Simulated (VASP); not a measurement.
A run of VASP 6.6.1 is set up as follows.

File INCAR:

```
ALGO     = Fast           # electronic algorithm
EDIFF    = 1E-7           # SCF threshold, eV
ENCUT    = 520            # plane-wave cutoff, eV
GGA      = PE             # functional
ISIF     = 2              # what is computed and relaxed
ISMEAR   = 0              # smearing method
LASPH    = True           # aspherical terms in the spheres
LCHARG   = False          # write CHGCAR
LREAL    = False          # projectors in reciprocal space
LWAVE    = False          # write WAVECAR
NBANDS   = 12             # bands
NELM     = 60             # most SCF steps
PREC     = Accurate       # precision mode
SIGMA    = 0.1            # smearing width, eV
```

File KPOINTS:

```
k-points
0
Gamma
  18 18 18
```

File POSCAR:

```
Ta
1.0
   -1.6595304780      1.6595304780      1.6595304780
    1.6595304780     -1.6595304780      1.6595304780
    1.6595304780      1.6595304780     -1.6595304780
Ta
1
Direct
    0.0000000000      0.0000000000      0.0000000000
```

Potentials or basis: VASP PAW PBE potentials, release 64 (Ta_pv).

Command:

```console
$ cat potpaw_PBE.64/Ta_pv/POTCAR > POTCAR
$ mpirun -np 1 vasp_std > vasp.out
```

**Question.** Predict the pressure.

**Answer.** 0.0 GPa.
